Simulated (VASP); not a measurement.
# La (P6_3/mmc) in VASP: single point with PBE

Aim: the single point of La with PBE.

Program: VASP 6.6.1. These are calculated values, not measurements. Logs are shortened: lines on timing, memory, paths and dates and some standing lists are left out, and cuts for length are marked.

### 1 The cell of the first run

The structure is hexagonal, space group P6_3/mmc (No. 194). The conventional cell has a = 3.783 Å, b = 3.783 Å, c = 6.109 Å, α = 90.00°, β = 90.00°, γ = 120.00°. La (site symmetry -6m2) has 12 La at 3.76 to 3.78 Å within 4.9 Å.

### 2 Single point, PBE

INCAR

```
SYSTEM = La
  ALGO = Normal
  EDIFF = 1E-7
  ENCUT = 520
  GGA = PE
  ISIF = 2
  ISMEAR = -1
  LASPH = .True.
  LCHARG = .False.
  LREAL = .False.
  LWAVE = .False.
  NBANDS = 18
  NELM = 100
  PREC = Accurate
  SIGMA = 0.1
```

KPOINTS

```
k-points
0
Gamma
  5 5 3
  0 0 0
```

POSCAR

```
La
1.0
    3.7833702964      0.0000000000      0.0000000000
   -1.8916851482      3.2764947886      0.0000000000
    0.0000000000      0.0000000000      6.1090211926
La
2
Direct
    0.3333333333      0.6666666667      0.2500000000
    0.6666666667      0.3333333333      0.7500000000
```

Potentials or basis: VASP PAW PBE potentials, release 64 (La).

The run is started by

```bash
cat potpaw_PBE.64/La/POTCAR > POTCAR
mpirun -np 1 vasp_std > vasp.out
```

OUTCAR:

```text
SYSTEM = La
   EDIFF = 1E-7
   ENCUT = 520
   GGA = PE
   ISIF = 2
   ISMEAR = -1
   LASPH = .True.
   LREAL = .False.
   NELM = 100
   PREC = Accurate

 ion  position               nearest neighbor table
   1  0.333  0.667  0.250-
   2  0.667  0.333  0.750-

  LATTYP: Found a hexagonal cell.
 ALAT       =     3.7833702964
 C/A-ratio  =     1.6147034823

  Lattice vectors:

 A1 = (   3.7833702964,   0.0000000000,   0.0000000000)
 A2 = (  -1.8916851482,   3.2764947886,   0.0000000000)
 A3 = (   0.0000000000,   0.0000000000,   6.1090211926)

Analysis of symmetry for initial positions (statically):
=====================================================================
 Subroutine PRICEL returns:
 Original cell was already a primitive cell.

 Routine SETGRP: Setting up the symmetry group for a
 hexagonal supercell.

 Subroutine GETGRP returns: Found 24 space group operations
 (whereof 12 operations were pure point group operations)
 out of a pool of 24 trial point group operations.

The static configuration has the point symmetry D_3d.
 The point group associated with its full space group is D_6h.

Analysis of symmetry for dynamics (positions and initial velocities):
=====================================================================
 Subroutine PRICEL returns:
 Original cell was already a primitive cell.

 Routine SETGRP: Setting up the symmetry group for a
 hexagonal supercell.

 Subroutine GETGRP returns: Found 24 space group operations
 (whereof 12 operations were pure point group operations)
 out of a pool of 24 trial point group operations.

The dynamic configuration has the point symmetry D_3d.
 The point group associated with its full space group is D_6h.

 Subroutine INISYM returns: Found 24 space group operations
 (whereof 12 operations are pure point group operations),
 and found     1 'primitive' translations

----------------------------------------------------------------------------------------

                                     Primitive cell

  volume of cell :      75.7286

  direct lattice vectors                    reciprocal lattice vectors
     3.783370296  0.000000000  0.000000000     0.264314598  0.152602104  0.000000000
    -1.891685148  3.276494789  0.000000000     0.000000000  0.305204209  0.000000000
     0.000000000  0.000000000  6.109021193     0.000000000  0.000000000  0.163692344

  length of vectors
     3.783370296  3.783370296  6.109021193     0.305204209  0.305204209  0.163692344

  position of ions in fractional coordinates (direct lattice)
     0.333333333  0.666666667  0.250000000
     0.666666667  0.333333333  0.750000000

  ion indices of the primitive-cell ions
   primitive index   ion index
                 1           1
                 2           2

----------------------------------------------------------------------------------------

 KPOINTS: k-points

Automatic generation of k-mesh.
 Grid dimensions read from file:
 generate k-points for:    5    5    3

 Generating k-lattice:

  Cartesian coordinates                     Fractional coordinates (reciprocal lattice)
     0.052862920  0.030520421  0.000000000     0.200000000  0.000000000  0.000000000
     0.000000000  0.061040842  0.000000000     0.000000000  0.200000000  0.000000000
     0.000000000  0.000000000  0.054564115     0.000000000  0.000000000  0.333333333

  Length of vectors
     0.061040842  0.061040842  0.054564115

  Shift w.r.t. Gamma in fractional coordinates (k-lattice)
     0.000000000  0.000000000  0.000000000

 Subroutine IBZKPT returns following result:
 ===========================================

 Found     10 irreducible k-points:

 Following reciprocal coordinates:
            Coordinates               Weight
  0.000000  0.000000  0.000000      1.000000
  0.200000  0.000000  0.000000      6.000000
  0.400000 -0.000000  0.000000      6.000000
  0.200000  0.200000  0.000000      6.000000
  0.400000  0.200000  0.000000      6.000000
  0.000000  0.000000  0.333333      2.000000
  0.200000  0.000000  0.333333     12.000000
  0.400000 -0.000000  0.333333     12.000000
  0.200000  0.200000  0.333333     12.000000
  0.400000  0.200000  0.333333     12.000000
   k-points           NKPTS =     10   k-points in BZ     NKDIM =     10   number of bands    NBANDS=     18
   number of dos      NEDOS =    301   number of ions     NIONS =      2
   total plane-waves  NPLWV =  37632
   dimension x,y,z NGX =    28 NGY =   28 NGZ =   48
   dimension x,y,z NGXF=    56 NGYF=   56 NGZF=   96
   ions per type =               2
   NGX,Y,Z   is equivalent  to a cutoff of  12.30, 12.30, 13.06 a.u.
   NGXF,Y,Z  is equivalent  to a cutoff of  24.61, 24.61, 26.12 a.u.
 SYSTEM =  La
   PREC   = accura    normal or accurate (medium, high low for compatibility)
   ISTART =      0    job   : 0-new  1-cont  2-samecut
   ICHARG =      2    charge: 1-file 2-atom 10-const
   ISPIN  =      1    spin polarized calculation?
   LNONCOLLINEAR =      F non collinear calculations
   LSORBIT =      F    spin-orbit coupling
   LASPH  =      T    aspherical Exc in radial PAW
   ENCUT  =  520.0 eV  38.22 Ry    6.18 a.u.   7.03  7.03 11.36*2*pi/ulx,y,z
   NELM   =    100;   NELMIN=  2; NELMDL= -5     # of ELM steps
   EDIFF  = 0.1E-06   stopping-criterion for ELM
   LREAL  =      F    real-space projection
   EDIFFG = 0.1E-05   stopping-criterion for IOM
   NSW    =      0    number of steps for IOM
   IBRION =     -1    ionic relax: 0-MD 1-quasi-New 2-CG
   NFREE  =      0    steps in history (QN), initial steepest desc. (CG)
   ISIF   =      2    stress and relaxation
   ISYM   =      2    0-nonsym 1-usesym 2-fastsym
   POTIM  = 0.5000    time-step for ionic-motion
   TEBEG  =    0.0;   TEEND  =   0.0 temperature during run
   PSTRESS=    0.0 pullay stress
   NELECT =      22.0000    total number of electrons
   NUPDOWN=      -1.0000    fix difference up-down
   EMIN   =  10.00;   EMAX   =-10.00  energy-range for DOS
   EFERMI =   0.00;   METHOD = LEGACY
   ISMEAR =    -1;   SIGMA  =   0.10  broadening in eV -4-tet -1-fermi 0-gaus
   EFERMI_NEDOS =   21; number of points for ismear=-14 and -15
   IALGO  =     38    algorithm
   IMIX   =      4    mixing-type and parameters
     AMIX     =   0.40;   BMIX     =  1.00
     AMIX_MAG =   1.60;   BMIX_MAG =  1.00
  volume/ion in A,a.u.               =      37.86       255.52
  Fermi-wavevector in a.u.,A,eV,Ry     =   1.084249  2.048934 15.994956  1.175596
  Thomas-Fermi vector in A             =   2.220335
   LORBIT       =      0    0 simple, 1 ext, 2 COOP (PROOUT), +10 PAW based schemes
   GGA     = PE    functional components
   LHFCALC =     F    Hartree Fock is set to
   AEXX    =    0.0000 exact exchange contribution
   IVDW    =     0    specifies the selected vdW correction
   LEPSILON=     F    determine dielectric tensor
   LRPA    =     F    only Hartree local field effects (RPA)
 non-spin polarized calculation
  energy-cutoff  :      520.00
  volume of cell :       75.73
 maximum number of plane-waves:      2050
   NGX = 15   NGY = 15   NGZ = 23

 number of electron      21.9999998 magnetization

 Free energy of the ion-electron system (eV)
  ---------------------------------------------------
  ext. energy  EPLUGINS =         0.00000000
  ---------------------------------------------------
  free energy    TOTEN  =        -9.77944755 eV

  energy without entropy =       -9.65775515  energy(sigma->0) =       -9.71860135

 E-fermi :   7.6442     XC(G=0):  -9.4826

 val. band max:        7.5621629975   @ k =   0.2000   0.2000   0.3333
 cond. band min:       7.6660286051   @ k =   0.4000  -0.0000   0.3333
 fundamental gap:      0.1038656076
 Fermi energy:         7.6442086970

 k-point     1 :       0.0000    0.0000    0.0000
  band No.  band energies     occupation
      1     -25.2096      2.00000
      2     -25.0206      2.00000
      3      -9.5572      2.00000
      4      -8.4288      2.00000
      5      -8.4288      2.00000
      6      -8.2519      2.00000
[... 10 lines left out ...]
     17       9.3428      0.00000
     18       9.3815      0.00000

 k-point     2 :       0.2000    0.0000    0.0000
  band No.  band energies     occupation
      1     -25.1550      2.00000
      2     -24.9968      2.00000
      3      -9.4060      2.00000
      4      -8.7872      2.00000
      5      -8.6100      2.00000
      6      -8.5379      2.00000
[... 10 lines left out ...]
     17       9.4142      0.00000
     18       9.4337      0.00000

 k-point     3 :       0.4000   -0.0000    0.0000
  band No.  band energies     occupation
      1     -25.0531      2.00000
      2     -24.9694      2.00000
      3      -9.3343      2.00000
      4      -9.1193      2.00000
      5      -9.0719      2.00000
      6      -8.6960      2.00000
[... 10 lines left out ...]
     17       9.4772      0.00000
     18       9.5286      0.00000

 k-point     4 :       0.2000    0.2000    0.0000
  band No.  band energies     occupation
      1     -25.0752      2.00000
      2     -24.9723      2.00000
      3      -9.1545      2.00000
      4      -9.0856      2.00000
      5      -9.0552      2.00000
      6      -8.6845      2.00000
[... 10 lines left out ...]
     17       9.5551      0.00000
     18       9.5881      0.00000

 k-point     5 :       0.4000    0.2000    0.0000
  band No.  band energies     occupation
      1     -25.0104      2.00000
      2     -24.9718      2.00000
      3      -9.3212      2.00000
      4      -9.1068      2.00000
      5      -8.9155      2.00000
      6      -8.8911      2.00000
[... 10 lines left out ...]
     17       9.4344      0.00000
     18       9.5523      0.00000

 k-point     6 :       0.0000    0.0000    0.3333
  band No.  band energies     occupation
      1     -25.1634      2.00000
      2     -25.0690      2.00000
      3      -9.2532      2.00000
      4      -8.5906      2.00000
      5      -8.3852      2.00000
      6      -8.3852      2.00000
[... 10 lines left out ...]
     17       9.1627      0.00000
     18       9.3466      0.00000

 k-point     7 :       0.2000    0.0000    0.3333
  band No.  band energies     occupation
      1     -25.1162      2.00000
      2     -25.0371      2.00000
      3      -9.2209      2.00000
      4      -8.8347      2.00000
      5      -8.6536      2.00000
      6      -8.4803      2.00000
[... 10 lines left out ...]
     17       9.3532      0.00000
     18       9.4225      0.00000

 k-point     8 :       0.4000   -0.0000    0.3333
  band No.  band energies     occupation
      1     -25.0323      2.00000
      2     -24.9904      2.00000
      3      -9.4414      2.00000
      4      -9.3124      2.00000
      5      -8.7459      2.00000
      6      -8.6228      2.00000
[... 10 lines left out ...]
     17       9.4647      0.00000
     18       9.4895      0.00000

 k-point     9 :       0.2000    0.2000    0.3333
  band No.  band energies     occupation
      1     -25.0497      2.00000
      2     -24.9982      2.00000
      3      -9.2874      2.00000
      4      -9.1777      2.00000
      5      -8.7428      2.00000
      6      -8.7301      2.00000
[... 10 lines left out ...]
     17       9.5505      0.00000
     18       9.5787      0.00000

 k-point    10 :       0.4000    0.2000    0.3333
  band No.  band energies     occupation
      1     -25.0006      2.00000
      2     -24.9813      2.00000
      3      -9.3942      2.00000
      4      -9.3021      2.00000
      5      -8.9494      2.00000
      6      -8.7742      2.00000
[... 10 lines left out ...]
     17       9.4593      0.00000
     18       9.4698      0.00000

------------------------ aborting loop because EDIFF is reached ----------------------------------------

  FORCE on cell =-STRESS in cart. coord.  units (eV):
  Direction    XX          YY          ZZ          XY          YZ          ZX
  --------------------------------------------------------------------------------------
  -------------------------------------------------------------------------------------
  Total        0.2266237      0.2266237     -0.3756572      0.0000000      0.0000000      0.0000000
  in kB        4.7946399      4.7946399     -7.9477158      0.0000000      0.0000000      0.0000000
  external PRESSURE =       0.5471880 kB  Pullay stress =       0.0000000 kB

 VOLUME and BASIS-vectors are now :
 -----------------------------------------------------------------------------
  energy-cutoff  :      520.00
  volume of cell :       75.73
      direct lattice vectors                 reciprocal lattice vectors
     3.783370296  0.000000000  0.000000000     0.264314598  0.152602104  0.000000000
    -1.891685148  3.276494789  0.000000000     0.000000000  0.305204209  0.000000000
     0.000000000  0.000000000  6.109021193     0.000000000  0.000000000  0.163692344

 POSITION                                       TOTAL-FORCE (eV/Angst)
 -----------------------------------------------------------------------------------
     -0.00000      2.18433      1.52726        -0.000000      0.000000      0.000000
      1.89169      1.09216      4.58177         0.000000     -0.000000      0.000000
 -----------------------------------------------------------------------------------
    total drift:                                0.000000     -0.000000      0.000000

  FREE ENERGIE OF THE ION-ELECTRON SYSTEM (eV)
  ---------------------------------------------------
  free  energy   TOTEN  =        -9.7794475499 eV

  energy  without entropy=       -9.6577551464  energy(sigma->0) =       -9.71860135
```

Run time: 25 s. Hardware: 1 thread of Intel Xeon Platinum 8488C (Sapphire Rapids), shared host; peak memory 0.18 GiB.

What came out:

- Free energy: -9.7794 eV
- Pressure: 0.1 GPa
- Band gap on the k mesh: zero (bands 11 and 12 overlap by 1.43 eV)

Stress tensor (GPa, compression positive):
```
 0.48  0.00  0.00
 0.00  0.48  0.00
 0.00  0.00 -0.79
```

Caveat: the k points lie up to 0.38 Å⁻¹ apart, too coarse for converged energies and pressures of a metal; spin-orbit coupling is left out, which moves the levels of the heavy elements.
